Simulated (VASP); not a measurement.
# GaN (gallium nitride) (P6_3mc) in VASP: single point with PBE

Aim: the single point of GaN (gallium nitride) with PBE.

Program: VASP 6.6.1. These are calculated values, not measurements. Logs are shortened: lines on timing, memory, paths and dates and some standing lists are left out, and cuts for length are marked.

## 1. The cell of the first run

It takes space group P6_3mc (No. 186, hexagonal). The conventional cell has a = 3.218 Å, b = 3.218 Å, c = 5.243 Å, α = 90.00°, β = 90.00°, γ = 120.00°. Within 2.6 Å of Ga (site symmetry 3m) lie 4 N at 1.97 Å. Within 2.6 Å of N (site symmetry 3m) lie 4 Ga at 1.97 Å.

## 2. Single point, PBE

INCAR reads:

```
SYSTEM = GaN
  PREC = Accurate
  ENCUT = 520
  EDIFF = 1E-6
  ISMEAR = 0
  SIGMA = 0.01
  LREAL = .False.
  LASPH = .True.
  NELM = 80
  ALGO = Normal
  ISIF = 2
  LWAVE = .False.
  LCHARG = .True.
  GGA = PE
  LELF = .True.
  LVHAR = .True.
  NBANDS = 26
```

KPOINTS reads:

```
Automatic mesh
0
Gamma
  8 8 5
  0 0 0
```

POSCAR reads:

```
GaN
1.0
    3.2181985970      0.0000000000      0.0000000000
   -1.6090992985      2.7870417394      0.0000000000
    0.0000000000      0.0000000000      5.2428452478
Ga N
2 2
Direct
    0.3333333333      0.6666666667      0.0001493317
    0.6666666667      0.3333333333      0.5001493317
    0.3333333333      0.6666666667      0.3768506683
    0.6666666667      0.3333333333      0.8768506683
```

Potentials or basis: VASP PAW PBE potentials, release 64 (Ga_d, N).

Command:

```sh
$ cat potpaw_PBE.64/Ga_d/POTCAR potpaw_PBE.64/N/POTCAR > POTCAR
$ mpirun -np 1 vasp_std > vasp.out
```

OUTCAR:

```text
SYSTEM = GaN
   PREC = Accurate
   ENCUT = 520
   EDIFF = 1E-6
   ISMEAR = 0
   LREAL = .False.
   LASPH = .True.
   NELM = 80
   ISIF = 2
   GGA = PE

 ion  position               nearest neighbor table
   1  0.333  0.667  0.000-   4 1.97   4 1.97   4 1.97   3 1.97
   2  0.667  0.333  0.500-   3 1.97   3 1.97   3 1.97   4 1.97
   3  0.333  0.667  0.377-   2 1.97   2 1.97   2 1.97   1 1.97
   4  0.667  0.333  0.877-   1 1.97   1 1.97   1 1.97   2 1.97

  LATTYP: Found a hexagonal cell.
 ALAT       =     3.2181985970
 C/A-ratio  =     1.6291242103

  Lattice vectors:

 A1 = (   3.2181985970,   0.0000000000,   0.0000000000)
 A2 = (  -1.6090992985,   2.7870417394,   0.0000000000)
 A3 = (   0.0000000000,   0.0000000000,   5.2428452478)

Analysis of symmetry for initial positions (statically):
=====================================================================
 Subroutine PRICEL returns:
 Original cell was already a primitive cell.

 Routine SETGRP: Setting up the symmetry group for a
 hexagonal supercell.

 Subroutine GETGRP returns: Found 12 space group operations
 (whereof  6 operations were pure point group operations)
 out of a pool of 24 trial point group operations.

The static configuration has the point symmetry C_3v.
 The point group associated with its full space group is C_6v.

Analysis of symmetry for dynamics (positions and initial velocities):
=====================================================================
 Subroutine PRICEL returns:
 Original cell was already a primitive cell.

 Routine SETGRP: Setting up the symmetry group for a
 hexagonal supercell.

 Subroutine GETGRP returns: Found 12 space group operations
 (whereof  6 operations were pure point group operations)
 out of a pool of 24 trial point group operations.

The dynamic configuration has the point symmetry C_3v.
 The point group associated with its full space group is C_6v.

 Subroutine INISYM returns: Found 12 space group operations
 (whereof  6 operations are pure point group operations),
 and found     1 'primitive' translations

----------------------------------------------------------------------------------------

                                     Primitive cell

  volume of cell :      47.0244

  direct lattice vectors                    reciprocal lattice vectors
[... 83 lines left out ...]
   ISTART =      0    job   : 0-new  1-cont  2-samecut
   ICHARG =      2    charge: 1-file 2-atom 10-const
   ISPIN  =      1    spin polarized calculation?
   LNONCOLLINEAR =      F non collinear calculations
   LSORBIT =      F    spin-orbit coupling
   LASPH  =      T    aspherical Exc in radial PAW
   ENCUT  =  520.0 eV  38.22 Ry    6.18 a.u.   5.98  5.98  9.75*2*pi/ulx,y,z
   NELM   =     80;   NELMIN=  2; NELMDL= -5     # of ELM steps
   EDIFF  = 0.1E-05   stopping-criterion for ELM
   LREAL  =      F    real-space projection
   EDIFFG = 0.1E-04   stopping-criterion for IOM
   NSW    =      0    number of steps for IOM
   IBRION =     -1    ionic relax: 0-MD 1-quasi-New 2-CG
   NFREE  =      0    steps in history (QN), initial steepest desc. (CG)
   ISIF   =      2    stress and relaxation
   ISYM   =      2    0-nonsym 1-usesym 2-fastsym
   POTIM  = 0.5000    time-step for ionic-motion
   TEBEG  =    0.0;   TEEND  =   0.0 temperature during run
   PSTRESS=    0.0 pullay stress
   NELECT =      36.0000    total number of electrons
   NUPDOWN=      -1.0000    fix difference up-down
   EMIN   =  10.00;   EMAX   =-10.00  energy-range for DOS
   EFERMI =   0.00;   METHOD = LEGACY
   ISMEAR =     0;   SIGMA  =   0.01  broadening in eV -4-tet -1-fermi 0-gaus
   EFERMI_NEDOS =   21; number of points for ismear=-14 and -15
   IALGO  =     38    algorithm
   IMIX   =      4    mixing-type and parameters
     AMIX     =   0.40;   BMIX     =  1.00
     AMIX_MAG =   1.60;   BMIX_MAG =  1.00
  volume/ion in A,a.u.               =      11.76        79.33
  Fermi-wavevector in a.u.,A,eV,Ry     =   1.497619  2.830089 30.515981  2.242861
  Thomas-Fermi vector in A             =   2.609483
   LORBIT       =      0    0 simple, 1 ext, 2 COOP (PROOUT), +10 PAW based schemes
   GGA     = PE    functional components
   LHFCALC =     F    Hartree Fock is set to
   AEXX    =    0.0000 exact exchange contribution
   IVDW    =     0    specifies the selected vdW correction
   LEPSILON=     F    determine dielectric tensor
   LRPA    =     F    only Hartree local field effects (RPA)
 non-spin polarized calculation
 Gauss-broadening in eV      SIGMA  =   0.01
  energy-cutoff  :      520.00
  volume of cell :       47.02
 maximum number of plane-waves:      1279
 NGX is ok and might be reduce to    24
   NGX = 11   NGY = 11   NGZ = 19

 number of electron      35.9999955 magnetization

 Free energy of the ion-electron system (eV)
  ---------------------------------------------------
  ext. energy  EPLUGINS =         0.00000000
  ---------------------------------------------------
  free energy    TOTEN  =       -24.32731483 eV

  energy without entropy =      -24.32731483  energy(sigma->0) =      -24.32731483

 E-fermi :   5.0904     XC(G=0): -11.5157

 val. band max:        5.0105704915   @ k =   0.0000   0.0000   0.0000
 cond. band min:       6.7276182707   @ k =   0.0000   0.0000   0.0000
 fundamental gap:      1.7170477792
 Fermi energy:         5.0903905848

 k-point     1 :       0.0000    0.0000    0.0000
  band No.  band energies     occupation
      1     -10.7261      2.00000
      2      -9.9022      2.00000
      3      -8.4100      2.00000
      4      -8.3955      2.00000
      5      -8.3955      2.00000
      6      -8.3397      2.00000
[... 685 lines left out ...]
     25      16.4475      0.00000
     26      17.3431      0.00000

 [... further k-points ...]
[... 5 lines left out ...]
  --------------------------------------------------------------------------------------
  -------------------------------------------------------------------------------------
  Total        0.0416957      0.0416957      0.0538771      0.0000000      0.0000000     -0.0000000
  in kB        1.4206220      1.4206220      1.8356571      0.0000000      0.0000000     -0.0000000
  external PRESSURE =       1.5589670 kB  Pullay stress =       0.0000000 kB

 VOLUME and BASIS-vectors are now :
 -----------------------------------------------------------------------------
  energy-cutoff  :      520.00
  volume of cell :       47.02
      direct lattice vectors                 reciprocal lattice vectors
     3.218198597  0.000000000  0.000000000     0.310732843  0.179401691  0.000000000
    -1.609099299  2.787041739  0.000000000     0.000000000  0.358803381  0.000000000
     0.000000000  0.000000000  5.242845248     0.000000000  0.000000000  0.190736128

 POSITION                                       TOTAL-FORCE (eV/Angst)
 -----------------------------------------------------------------------------------
     -0.00000      1.85803      0.00078         0.000000      0.000000     -0.001747
      1.60910      0.92901      2.62221        -0.000000     -0.000000     -0.001747
     -0.00000      1.85803      1.97577        -0.000000     -0.000000      0.001747
      1.60910      0.92901      4.59719         0.000000      0.000000      0.001747
 -----------------------------------------------------------------------------------
    total drift:                               -0.000001     -0.000001     -0.000535

  FREE ENERGIE OF THE ION-ELECTRON SYSTEM (eV)
  ---------------------------------------------------
  free  energy   TOTEN  =       -24.3273148350 eV

  energy  without entropy=      -24.3273148350  energy(sigma->0) =      -24.32731483
```

Run time: 17 s. Hardware: 1 thread of Intel Xeon Platinum 8488C (Sapphire Rapids), shared host; peak memory 0.17 GiB.

Results:

| Property | Result |
| --- | --- |
| Free energy | -24.3273 eV |
| Pressure | 0.2 GPa |
| Band gap on the k mesh | 1.72 eV, direct |

Levels at points of the mesh, in eV from the valence-band top:
| k point | band 15 | band 16 | band 17 | band 18 | band 19 | band 20 | band 21 | band 22 |
| --- | --- | --- | --- | --- | --- | --- | --- | --- |
| (0.00, 0.00, 0.00) | -1.00 | -0.04 | 0.00 | 0.00 | 1.72 | 4.07 | 9.02 | 9.73 |
| (0.50, 0.00, 0.00) | -4.07 | -2.64 | -2.12 | -0.96 | 4.98 | 5.38 | 5.98 | 8.35 |
